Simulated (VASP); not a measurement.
Ba2W3:

```
CELL_PARAMETERS angstrom
4.98874 0.00000 0.00000
0.00000 4.98874 0.00000
0.00000 0.00000 4.98874
ATOMIC_POSITIONS crystal
Ba 0.00000 0.00000 0.00000
Ba 0.50000 0.50000 0.50000
W 0.00000 0.50000 0.50000
W 0.50000 0.00000 0.50000
W 0.50000 0.50000 0.00000
```

The cell was generated, and may not be a known phase.

```yaml
Program: VASP 6.6.1
Task: relaxation of cell and atoms
Functional: PBE
Potentials_or_basis: VASP PAW PBE potentials, release 64 (Ba_sv, W_sv)
Cutoff: 600 eV
k_mesh: 4 × 4 × 4
Occupations: gaussian, width 0.1 eV
Spin: no spin polarisation
```

At the start: pressure 13.3 GPa; volume 24.83 Å³/atom.

Problem. Where does the relaxation end?

Solution. Over 3 steps the energy falls by 140.2 meV/atom and the volume is 28.85 Å³/atom (+16.2 %); space group Pm-3m (No. 221, to 0.1 Å) before and after.

Step by step:
| step | energy change (eV) | largest force (eV/Å) | pressure (GPa) | volume (Å³) |
| --- | --- | --- | --- | --- |
| 1 | 0.0000 | 0.0000 | 13.32 | 124.16 |
| 2 | -0.2732 | 0.0000 | -5.61 | 165.08 |
| 3 | -0.7012 | 0.0000 | -0.13 | 144.25 |

Final structure:
```yaml
crystal:
  lattice:
    - [5.24456, 0.00000, 0.00000]
    - [0.00000, 5.24456, 0.00000]
    - [0.00000, 0.00000, 5.24456]
  atoms:
    - { symbol: Ba, position: [0.00000, 0.00000, 0.00000] }
    - { symbol: Ba, position: [0.50000, 0.50000, 0.50000] }
    - { symbol: W, position: [0.00000, 0.50000, 0.50000] }
    - { symbol: W, position: [0.50000, 0.00000, 0.50000] }
    - { symbol: W, position: [0.50000, 0.50000, 0.00000] }
```

Caveat: the volume moved by over 15 % at a fixed basis, so the end points are rough.
